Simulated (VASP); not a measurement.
# NaLaMnMoO6 (F-43m) in VASP: further runs, part 2 of 2

VASP 6.6.1.

**3. Single point, PBE, collinear spin, ferromagnetic start**

This run uses another cell than the first one, of 11.42 Å³/atom, 1.016 times its volume.

INCAR reads:

```
SYSTEM = NaLaMnMoO6
PREC     = Accurate       ! precision mode
ENCUT    = 520            ! plane-wave cutoff, eV
EDIFF    = 1E-7           ! SCF threshold, eV
ISMEAR   = -1             ! smearing method
SIGMA    = 0.05           ! smearing width, eV
LREAL    = .FALSE.        ! projectors in reciprocal space
LASPH    = .TRUE.         ! aspherical terms in the spheres
NELM     = 150            ! most SCF steps
ALGO     = Normal         ! electronic algorithm
ISIF     = 2              ! what is computed and relaxed
LWAVE    = .FALSE.        ! write WAVECAR
LCHARG   = .FALSE.        ! write CHGCAR
ISPIN    = 2              ! spin polarisation
MAGMOM   = 0 0 4 1 0 0 0 0 0 0 ! initial moments
LORBIT   = 11             ! projections on sites
LMAXMIX  = 6              ! l up to which the mixer works
GGA      = PE             ! functional
NBANDS   = 56             ! bands
```

KPOINTS reads:

```
regular mesh
0
G
  5 5 5
  0 0 0
```

POSCAR reads:

```
NaLaMnMoO6
1.0
    0.0000000000      3.8505697630      3.8505697630
    3.8505697630      0.0000000000      3.8505697630
    3.8505697630      3.8505697630      0.0000000000
Na La Mn Mo O
1 1 1 1 6
Direct
    0.2500000000      0.2500000000      0.2500000000
    0.7500000000      0.7500000000      0.7500000000
    0.5000000000      0.5000000000      0.5000000000
    0.0000000000      0.0000000000      0.0000000000
    0.7465706149      0.2534293851      0.2534293851
    0.2534293851      0.2534293851      0.7465706149
    0.2534293851      0.7465706149      0.2534293851
    0.7465706149      0.2534293851      0.7465706149
    0.7465706149      0.7465706149      0.2534293851
    0.2534293851      0.7465706149      0.7465706149
```

Potentials or basis: VASP PAW PBE potentials, release 64 (Na_pv, La, Mn_pv, Mo_sv, O).

The run is started by

```
cat potpaw_PBE.64/Na_pv/POTCAR potpaw_PBE.64/La/POTCAR potpaw_PBE.64/Mn_pv/POTCAR potpaw_PBE.64/Mo_sv/POTCAR potpaw_PBE.64/O/POTCAR > POTCAR
mpirun -np 1 vasp_std > vasp.out
```

It took 5.1 min on 1 thread of AMD EPYC 7R13 (Zen 3), shared host; peak memory 0.36 GiB.

Results (log left out):

- Free energy: -78.4684 eV
- Pressure: 2.2 GPa
- Largest force: 0.048 eV/Å
- Net moment: -1.20 μB per cell
- Site moments: Na -0.00; La +0.04; Mn -1.96; Mo +0.75; O -0.01 μB
- Valence electrons inside the program's atomic spheres: Na 6.01; La 8.41; Mn 11.81; Mo 12.42; O 5.04

Forces on the atoms (eV/Å):
```
Na   0.000  0.000  0.000
La   0.000  0.000  0.000
Mn   0.000  0.000  0.000
Mo   0.000  0.000  0.000
O   -0.048  0.000  0.000
O    0.000  0.000 -0.048
O    0.000 -0.048  0.000
O    0.000  0.048  0.000
O    0.000  0.000  0.048
O    0.048  0.000  0.000
```

Levels at points of the mesh, in eV from the Fermi level:
Spin up:
```tsv
k point	band 37	band 38	band 39	band 40	band 41	band 42	band 43	band 44
(0.00, 0.00, 0.00)	-2.54	-2.54	-1.63	-1.63	-1.63	0.77	0.77	1.26
```
Spin down:
```tsv
k point	band 37	band 38	band 39	band 40	band 41	band 42	band 43	band 44	band 45	band 46
(0.00, 0.00, 0.00)	-2.72	-2.72	-2.59	-2.59	-2.59	-0.11	-0.11	0.83	0.83	0.83
```

Caveat: spin-orbit coupling is left out, which moves the levels of the heavy elements; a cell with one magnetic atom can't hold antiferromagnetic order, which such compounds often take; semilocal functionals often make such compounds metallic where correlation or magnetic order opens a gap, which also shifts bond lengths.

**4. Single point, PBEsol+D3(BJ), collinear spin, ferromagnetic start**

This run uses another cell than the first one, of 10.92 Å³/atom, 0.972 times its volume.

INCAR reads:

```
PREC     = Accurate       # precision mode
ENCUT    = 520            # plane-wave cutoff, eV
EDIFF    = 1E-7           # SCF threshold, eV
ISMEAR   = -1             # smearing method
SIGMA    = 0.05           # smearing width, eV
LREAL    = False          # projectors in reciprocal space
LASPH    = True           # aspherical terms in the spheres
NELM     = 150            # most SCF steps
ALGO     = Normal         # electronic algorithm
ISIF     = 2              # what is computed and relaxed
LWAVE    = False          # write WAVECAR
LCHARG   = False          # write CHGCAR
ISPIN    = 2              # spin polarisation
MAGMOM   = 0 0 4 1 0 0 0 0 0 0 # initial moments
LORBIT   = 11             # projections on sites
LMAXMIX  = 6              # l up to which the mixer works
GGA      = PS             # functional
IVDW     = 12             # dispersion correction
NBANDS   = 56             # bands
```

KPOINTS reads:

```
Automatic mesh
0
Gamma
  5 5 5
```

POSCAR reads:

```
NaLaMnMoO6
1.0
    0.0000000000      3.7937391530      3.7937391530
    3.7937391530      0.0000000000      3.7937391530
    3.7937391530      3.7937391530      0.0000000000
Na La Mn Mo O
1 1 1 1 6
Direct
    0.2500000000      0.2500000000      0.2500000000
    0.7500000000      0.7500000000      0.7500000000
    0.5000000000      0.5000000000      0.5000000000
    0.0000000000      0.0000000000      0.0000000000
    0.7459004423      0.2540995577      0.2540995577
    0.2540995577      0.2540995577      0.7459004423
    0.2540995577      0.7459004423      0.2540995577
    0.7459004423      0.2540995577      0.7459004423
    0.7459004423      0.7459004423      0.2540995577
    0.2540995577      0.7459004423      0.7459004423
```

Potentials or basis: VASP PAW PBE potentials, release 64 (Na_pv, La, Mn_pv, Mo_sv, O).

The run is started by

```
cat potpaw_PBE.64/Na_pv/POTCAR potpaw_PBE.64/La/POTCAR potpaw_PBE.64/Mn_pv/POTCAR potpaw_PBE.64/Mo_sv/POTCAR potpaw_PBE.64/O/POTCAR > POTCAR
mpirun -np 1 vasp_std > vasp.out
```

OUTCAR:

```text
PREC = Accurate
   ENCUT = 520
   EDIFF = 1E-7
   ISMEAR = -1
   LREAL = False
   LASPH = True
   NELM = 150
   ISIF = 2
   ISPIN = 2
   LORBIT = 11
   GGA = PS
   IVDW = 12
 IVDW          = 12

 ion  position               nearest neighbor table
   1  0.250  0.250  0.250-
   2  0.750  0.750  0.750-   6 2.68   7 2.68  10 2.68   5 2.68   6 2.68   8 2.68   5 2.68   7 2.68
                             9 2.68   8 2.68   9 2.68  10 2.68   3 3.29   3 3.29   3 3.29   4 3.29
   3  0.500  0.500  0.500-   5 1.87   6 1.87   7 1.87   8 1.87   9 1.87  10 1.87   2 3.29   2 3.29
[... 1356 lines left out ...]
      5.65950      3.79374      3.79374         0.047876      0.000000      0.000000
 -----------------------------------------------------------------------------------
    total drift:                               -0.000001     -0.000001     -0.000001

  FREE ENERGIE OF THE ION-ELECTRON SYSTEM (eV)
  ---------------------------------------------------
  free  energy   TOTEN  =       -84.9954107879 eV

  energy  without entropy=      -84.9664121792  energy(sigma->0) =      -84.98091148

 total charge

# of ion       s       p       d       f       tot
--------------------------------------------------
    1        0.038   5.981   0.000   0.000   6.019
    2        2.014   5.680   0.530   0.239   8.463
    3        0.355   6.487   5.138   0.000  11.979
    4        2.368   6.362   3.823   0.000  12.553
    5        1.559   3.484   0.000   0.000   5.043
    6        1.559   3.484   0.000   0.000   5.043
    7        1.559   3.484   0.000   0.000   5.043
    8        1.559   3.484   0.000   0.000   5.043
    9        1.559   3.484   0.000   0.000   5.043
   10        1.559   3.484   0.000   0.000   5.043
--------------------------------------------------
tot         14.129  45.416   9.491   0.239  69.275

 magnetization (x)

# of ion       s       p       d       f       tot
--------------------------------------------------
    1       -0.000  -0.000   0.000   0.000  -0.001
    2        0.001  -0.001   0.011   0.020   0.031
    3       -0.006  -0.013  -1.653   0.000  -1.672
    4        0.009   0.010   0.632   0.000   0.650
    5        0.000  -0.008   0.000   0.000  -0.008
    6        0.000  -0.008   0.000   0.000  -0.008
    7        0.000  -0.008   0.000   0.000  -0.008
    8        0.000  -0.008   0.000   0.000  -0.008
    9        0.000  -0.008   0.000   0.000  -0.008
   10        0.000  -0.008   0.000   0.000  -0.008
--------------------------------------------------
tot          0.006  -0.052  -1.010   0.020  -1.036
```

It took 5.5 min on 1 thread of Oxide Virtual Turin-like, shared host; peak memory 0.33 GiB.

What came out:

```yaml
Free_energy: -84.9954 eV
Pressure: 0.4 GPa
Largest_force: 0.048 eV/Å
Band_gap_on_the_k_mesh: zero (filled and empty bands overlap)
Net_moment: -1.02 μB per cell
Site_moments: Na -0.00; La +0.03; Mn -1.67; Mo +0.65; O -0.01 μB
Valence_electrons_inside_the_program's_atomic_spheres: Na 6.02; La 8.46; Mn 11.98; Mo 12.55; O 5.04
Dispersion_energy_per_atom: -0.227 eV
```

Forces in eV/Å, atoms in the order of the input:
```
Na   0.000  0.000  0.000
La   0.000  0.000  0.000
Mn   0.000  0.000  0.000
Mo   0.000  0.000  0.000
O   -0.048  0.000  0.000
O    0.000  0.000 -0.048
O    0.000 -0.048  0.000
O    0.000  0.048  0.000
O    0.000  0.000  0.048
O    0.048  0.000  0.000
```

Caveat: the PAW data sets were made with another functional, which shifts forces and pressure a little; spin-orbit coupling is left out, which moves the levels of the heavy elements; a cell with one magnetic atom can't hold antiferromagnetic order, which such compounds often take; semilocal functionals often make such compounds metallic where correlation or magnetic order opens a gap, which also shifts bond lengths; pairwise dispersion overbinds metals, which lowers pressure and volume.

**5. The runs side by side**

```tsv
level	cell	gap on the mesh (eV)	pressure (GPa)	moment (μB)	largest force (eV/Å)
PBE	a = 5.416 Å, angles 60.0°, 10 atoms	none	5.3	1.11	0.05
PBE	a = 5.446 Å, angles 60.0°, 10 atoms	none	2.2	1.20	0.05
PBEsol+D3(BJ)	a = 5.365 Å, angles 60.0°, 10 atoms	none	0.4	1.02	0.05
```

Alike in all rows: task single point; potentials or basis VASP PAW PBE potentials, release 64 (Na_pv, La, Mn_pv, Mo_sv, O); spin collinear, ferromagnetic start; k mesh 5 × 5 × 5; cutoff (eV) 520; smearing fermi-dirac 0.05 eV.

Caveats: spin-orbit coupling is left out, which moves the levels of the heavy elements; a cell with one magnetic atom can't hold antiferromagnetic order, which such compounds often take; semilocal functionals often make such compounds metallic where correlation or magnetic order opens a gap, which also shifts bond lengths; the PAW data sets were made with another functional, which shifts forces and pressure a little (some runs); pairwise dispersion overbinds metals, which lowers pressure and volume (some runs).

Absolute energies hang on the potentials; compare differences alone.
